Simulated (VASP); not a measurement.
## LiF: single point with LDA

LiF:

```
Li F
1.0
     2.96807    0.00000    0.00000
    -1.48404    2.57042    0.00000
     0.00000    0.00000    4.85576
Li F
2 2
Direct
  0.33333 0.66667 0.34655
  0.66667 0.33333 0.84655
  0.33333 0.66667 0.99102
  0.66667 0.33333 0.49102
```

This cell differs from its parent crystal: atoms shifted along a free coordinate, c/a of the conventional cell at fixed volume 1.6360.

```
Program             : VASP 6.6.1
Task                : single point
Functional          : LDA
Potentials or basis : VASP PAW LDA potentials, release 64 (Li_sv, F)
Cutoff              : 520 eV
k mesh              : 9 × 9 × 6
Occupations         : gaussian, width 0.05 eV
Spin                : no spin polarisation
```

| Property | Result |
| --- | --- |
| Largest force | 0.571 eV/Å |
| Band gap on the k mesh | 7.90 eV |

Forces on the atoms (eV/Å):
```
Li   0.000  0.000  0.571
Li   0.000  0.000  0.571
F    0.000  0.000 -0.571
F    0.000  0.000 -0.571
```

Levels at points of the mesh, in eV from the valence-band top:
```csv
k point,band 7,band 8,band 9,band 10,band 11,band 12,band 13,band 14
"(0.00, 0.00, 0.00)",-0.32,-0.22,0.00,0.00,7.90,11.97,15.28,19.14
"(0.00, 0.00, 0.50)",-0.16,-0.16,-0.16,-0.16,9.46,9.46,17.70,17.70
```

It took 41 s on 1 thread of Intel Xeon 8259CL, on a shared host, peak memory 0.14 GiB.

 A k mesh can miss the band edges.
